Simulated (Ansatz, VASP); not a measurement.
# One calculation of Ge3Pt, two programs

```xyz
4
Lattice="4.1475 0.0000 0.0000 0.0000 4.1475 0.0000 0.0000 0.0000 4.1475" Properties=species:S:1:pos:R:3 pbc="T T T"
Ge    2.0738    2.0738    0.0000
Ge    2.0738    0.0000    2.0738
Ge    0.0000    2.0738    2.0738
Pt    0.0000    0.0000    0.0000
```

Change from the starting cell: species swapped into the LiMg3 type (Pm-3m, No. 221).

Alike in both runs: functional PBE; k mesh 12 × 12 × 12; occupations gaussian, width 0.1 eV; no spin polarisation.

Ansatz relaxed the structure, and its values are those at the end. VASP's run is a single point on that final structure, the one shown.

|  | VASP | Ansatz |
| --- | --- | --- |
| version | VASP 6.6.1 | Ansatz 0.2.0 |
| potentials or method | VASP PAW PBE potentials, release 64 (Ge_d, Pt), cutoff 520 eV | scalar-relativistic, plane waves, PAW |
| valence electrons in the cell | 52 | 60 |

```tsv
	VASP	Ansatz	Ansatz less VASP
gap on the k mesh at the Fermi level (eV)	none	none	-
pressure (GPa)	0.0	0.0	+0.01
```

A gap of «none» marks a metal or a gap that the smearing closes. VASP's potentials hold 52 valence electrons a cell and Ansatz's 60, so a difference there can come from the potentials and not from the codes.

Spin-orbit coupling is off throughout.
